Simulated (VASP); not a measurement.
Set up this calculation in VASP 6.6.1, as the native input.

```yaml
Task: single point
Functional: RPBE
Potentials_or_basis: VASP PAW PBE potentials, release 64 (Br)
Cutoff: 520 eV
k_mesh: 7 × 7 × 4
Occupations: fermi-dirac, width 0.05 eV
Spin: no spin polarisation
Dipole_correction: no
Further_INCAR_settings: ALGO = Normal; EDIFF = 1e-06; NBANDS = 22
```

The structure of Br lies in POSCAR:

```
Br
1.0
    4.8744611467     -2.4766506526      0.0000000000
    4.8744611467      2.4766506526      0.0000000000
    0.0000000000      0.0000000000      9.1683644386
Br
4
Direct
    0.8834900090      0.1165099910      0.1114093721
    0.6165099910      0.3834900090      0.6114093721
    0.1165099910      0.8834900090      0.8885906279
    0.3834900090      0.6165099910      0.3885906279
```

The input as run:

INCAR

```
ALGO = Normal
EDIFF = 1E-6
ENCUT = 520
GGA = RP
ISIF = 2
ISMEAR = -1
LASPH = True
LCHARG = True
LELF = True
LREAL = False
LVHAR = True
LWAVE = False
NBANDS = 22
NELM = 100
PREC = Accurate
SIGMA = 0.05
```

KPOINTS

```
k-points
0
Gamma
  7 7 4
```

Potentials or basis: VASP PAW PBE potentials, release 64 (Br).

Run with:

```bash
$ cat potpaw_PBE.64/Br/POTCAR > POTCAR
$ mpirun -np 1 vasp_std > vasp.out
```

It gave:

| Item | Value |
| --- | --- |
| Pressure | 0.0 GPa |
| Largest force | 0.005 eV/Å |
| Band gap on the k mesh | 1.71 eV, indirect (the least direct gap lies 3.9 meV higher) |

Caveat: the PAW data sets were made with another functional, which shifts forces and pressure a little.

It took 2.4 min on 1 thread of AMD EPYC 7R13 Processor (Zen 3) (shared host), peak memory 0.37 GiB.
